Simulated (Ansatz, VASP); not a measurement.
**One calculation of NaI, two programs**

Contents of INCAR:

```
SYSTEM = NaI
ALGO = Normal ; EDIFF = 1E-6
ENCUT = 520 ; GGA = PE
ISIF = 2 ; ISMEAR = 0
LASPH = .True. ; LCHARG = .False.
LREAL = .False. ; LWAVE = .False.
NBANDS = 14 ; NELM = 80
PREC = Accurate ; SIGMA = 0.05
```

KPOINTS

```
k-points
0
Gamma
  6 6 6
  0 0 0
```

File POSCAR:

```
NaI
1.0
    0.0000000000      3.1878540000      3.2364000000
    3.1878540000      0.0000000000      3.2364000000
    3.1878540000      3.1878540000      0.0000000000
Na I
1 1
Direct
    0.0000000000      0.0000000000      0.0000000000
    0.5000000000      0.5000000000      0.5000000000
```

Input for Ansatz:

```yaml
crystal:
  lattice:
    - [0.0, 3.187854, 3.2364]
    - [3.187854, 0.0, 3.2364]
    - [3.187854, 3.187854, 0.0]
  atoms:
    - { symbol: Na, position: [0.0, 0.0, 0.0] }
    - { symbol: I, position: [0.5, 0.5, 0.5] }
basis:
  ecutwfc: 420
kpoints:
  mp_grid: { grid: [6, 6, 6] }
hamiltonian:
  xc: pbe
scf:
  occupations: { method: gaussian, width: 0.05 }
output:
  forces: true
  stress: true
  eigenvalues: true
```

Change from the starting cell: strain -0.015 along x and y, +0.000 along z, atoms carried along.

Alike in both runs: task single point; functional PBE; k mesh 6 × 6 × 6; occupations gaussian, width 0.05 eV; no spin polarisation.

```csv
,VASP,Ansatz
version,VASP 6.6.1,Ansatz 0.2.0
potentials or method,"VASP PAW PBE potentials, release 64 (Na_pv, I), cutoff 520 eV","scalar-relativistic, plane waves, PAW"
valence electrons in the cell,14,26
```

```csv
,VASP,Ansatz,Ansatz less VASP
gap on the k mesh at the Fermi level (eV),3.71,3.72,+0.004
least direct gap on the mesh (eV),3.71,3.72,+0.004
pressure (GPa),1.0,1.0,-0.03
"traceless stress, the component that is largest in VASP (GPa)",-0.30,-0.30,+0.001
```

The functional is the same, so the differences come from potentials, cutoffs and numerics. VASP's potentials hold 14 valence electrons a cell and Ansatz's 26, so a difference there can come from the potentials and not from the codes.

Neither program's run includes spin-orbit coupling.
